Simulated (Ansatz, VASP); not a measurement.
**YIn3N4 in VASP and in Ansatz**

The input INCAR:

```
PREC     = Accurate       # precision mode
ENCUT    = 520            # plane-wave cutoff, eV
EDIFF    = 1E-6           # SCF threshold, eV
ISMEAR   = 0              # smearing method
SIGMA    = 0.01           # smearing width, eV
LREAL    = False          # projectors in reciprocal space
LASPH    = True           # aspherical terms in the spheres
NELM     = 80             # most SCF steps
ALGO     = Normal         # electronic algorithm
ISIF     = 2              # what is computed and relaxed
LWAVE    = False          # write WAVECAR
LCHARG   = False          # write CHGCAR
GGA      = PE             # functional
NBANDS   = 45             # bands
```

The input KPOINTS:

```
Automatic mesh
0
Gamma
  6 6 2
```

File POSCAR:

```
YIn3N4
1.0
    3.6796886222      0.0000000000      0.0000000000
   -1.8398443111      3.1867038248      0.0000000000
    0.0000000000      0.0000000000     11.6936770602
In Y N
3 1 4
Direct
    0.3333333333      0.6666666667      0.0030044521
    0.3333333333      0.6666666667      0.4950109370
    0.6666666667      0.3333333333      0.2488378415
    0.6666666667      0.3333333333      0.7445716009
    0.3333333333      0.6666666667      0.1927630929
    0.3333333333      0.6666666667      0.6837441287
    0.6666666667      0.3333333333      0.4388200608
    0.6666666667      0.3333333333      0.9432478861
```

Input for Ansatz:

```yaml
crystal:
  lattice:
    - [3.6796886222, 0.0, 0.0]
    - [-1.8398443111, 3.1867038248, 0.0]
    - [0.0, 0.0, 11.6936770602]
  atoms:
    - { symbol: In, position: [0.3333333333, 0.6666666667, 0.0030044521] }
    - { symbol: In, position: [0.3333333333, 0.6666666667, 0.495010937] }
    - { symbol: In, position: [0.6666666667, 0.3333333333, 0.2488378415] }
    - { symbol: "Y", position: [0.6666666667, 0.3333333333, 0.7445716009] }
    - { symbol: "N", position: [0.3333333333, 0.6666666667, 0.1927630929] }
    - { symbol: "N", position: [0.3333333333, 0.6666666667, 0.6837441287] }
    - { symbol: "N", position: [0.6666666667, 0.3333333333, 0.4388200608] }
    - { symbol: "N", position: [0.6666666667, 0.3333333333, 0.9432478861] }
kpoints:
  mp_grid: { grid: [6, 6, 2] }
hamiltonian:
  xc: pbe
scf:
  occupations: { method: fixed }
  n_extra_bands: 6
output:
  forces: true
  stress: true
  eigenvalues: true
```

Alike in both runs: task single point; functional PBE; k mesh 6 × 6 × 2; no spin polarisation.

|  | VASP | Ansatz |
| --- | --- | --- |
| version | VASP 6.6.1 | Ansatz 0.2.0 |
| potentials or method | VASP PAW PBE potentials, release 64 (In_d, Y_sv, N) | plane waves, PAW |
| plane-wave cutoff (eV) | 520 | 420 |
| occupations | gaussian, width 0.01 eV | fixed |
| valence electrons in the cell | 70 | 70 |

```csv
,VASP,Ansatz,Ansatz less VASP
gap on the k mesh at the Fermi level (eV),0.26,0.27,+0.006
pressure (GPa),-3.2,-3.3,-0.08
"traceless stress, the component that is largest in VASP (GPa)",0.08,0.06,-0.020
rms of the force components (eV/Å),0.029,0.025,-0.0034
```

Atom by atom the forces differ by 0.006 eV/Å (rms over components).
